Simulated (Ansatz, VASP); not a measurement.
## One calculation of BaTiO3, two programs

```
Ba Ti O
1.0
     4.01925    0.00000    0.00000
     0.00000    4.01925    0.00000
     0.00000    0.00000    4.01925
Ba Ti O
1 1 3
Direct
  0.51319 0.48681 0.50000
  0.00000 0.00000 0.00000
  0.50000 0.00000 0.00000
  0.00000 0.50000 0.00000
  0.00000 0.00000 0.50000
```

Change from the starting cell: all Ba atoms moved +0.075 Å, as atom 1 along Cartesian [1 -1 0].

Alike in both runs: task single point; functional PBE; k mesh 8 × 8 × 8; occupations gaussian, width 0.05 eV; no spin polarisation.

```csv
,VASP,Ansatz
version,VASP 6.6.1,Ansatz 0.2.0
potentials or method,"VASP PAW PBE potentials, release 64 (Ba_sv, Ti_sv, O), cutoff 520 eV","scalar-relativistic, plane waves, PAW"
valence electrons in the cell,40,40
```

|  | VASP | Ansatz | Ansatz less VASP |
| --- | --- | --- | --- |
| gap on the k mesh at the Fermi level (eV) | 1.72 | 1.78 | +0.063 |
| least direct gap on the mesh (eV) | 1.87 | 1.90 | +0.025 |
| pressure (GPa) | 1.9 | 0.2 | -1.72 |
| traceless stress, the component that is largest in VASP (GPa) | -0.17 | -0.15 | +0.013 |
| rms of the force components (eV/Å) | 0.143 | 0.130 | -0.0125 |

Atom by atom the forces differ by 0.015 eV/Å (rms over components). With one functional, cell and mesh, what is left measures potentials, basis and numerics.

Spin-orbit coupling is off throughout.
